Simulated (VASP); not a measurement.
BaB2: relaxation of shape and atoms at fixed volume with PBE

The system is BaB2.

```
Ba B
1.0
     3.33134    0.00000    0.00000
    -1.66567    2.88503    0.00000
     0.00000    0.00000    5.08818
Ba B
1 2
Direct
  0.00000 0.00000 0.00000
  0.33333 0.66667 0.50000
  0.66667 0.33333 0.50000
```

| Property | Result |
| --- | --- |
| Program | VASP 6.6.1 |
| Task | relaxation of shape and atoms at fixed volume |
| Functional | PBE |
| Potentials or basis | VASP PAW PBE potentials, release 64 (Ba_sv, B) |
| Cutoff | 600 eV |
| k mesh | 12 × 12 × 8 |
| Occupations | gaussian, width 0.05 eV |
| Spin | no spin polarisation |
| Dipole correction | no |
| Further INCAR settings | ALGO = Normal; EDIFF = 1e-07; IBRION = 2; EDIFFG = -0.01; NSW = 60; ISIF = 4 |

* Pressure after relaxing: -3.8 GPa
* Band gap on the k mesh: zero (bands 8 and 9 overlap by 2.06 eV)

Stress tensor (GPa, compression positive):
```
-3.73  0.00  0.00
 0.00 -3.73  0.00
 0.00  0.00 -3.88
```

Final structure:
```xyz
3
Lattice="3.3313 0.0000 0.0000 -1.6657 2.8850 0.0000 0.0000 0.0000 5.0882" Properties=species:S:1:pos:R:3 pbc="T T T"
Ba    0.0000    0.0000    0.0000
B     0.0000    1.9234    2.5441
B     1.6657    0.9617    2.5441
```

Levels at points of the mesh, in eV from the Fermi level:
| k point | band 4 | band 5 | band 6 | band 7 | band 8 | band 9 | band 10 | band 11 | band 12 |
| --- | --- | --- | --- | --- | --- | --- | --- | --- | --- |
| (0.00, 0.00, 0.00) | -11.58 | -9.57 | -0.95 | 0.07 | 0.59 | 0.59 | 3.82 | 3.82 | 5.85 |
| (0.50, 0.00, 0.00) | -12.44 | -6.34 | -5.71 | -2.32 | -0.91 | -0.69 | 2.66 | 5.16 | 5.40 |
| (0.00, 0.00, 0.50) | -11.57 | -8.08 | -3.20 | 0.73 | 0.89 | 0.89 | 3.16 | 3.16 | 5.30 |
| (0.50, 0.00, 0.50) | -12.43 | -7.11 | -4.86 | -1.37 | -1.30 | 0.59 | 3.04 | 3.05 | 4.82 |

Run time: 27 s on 1 thread of Intel(R) Xeon(R) 6975P-C (Granite Rapids), on a shared host, peak memory 0.23 GiB.

Caveat: spin-orbit coupling is left out, which moves the levels of the heavy elements.
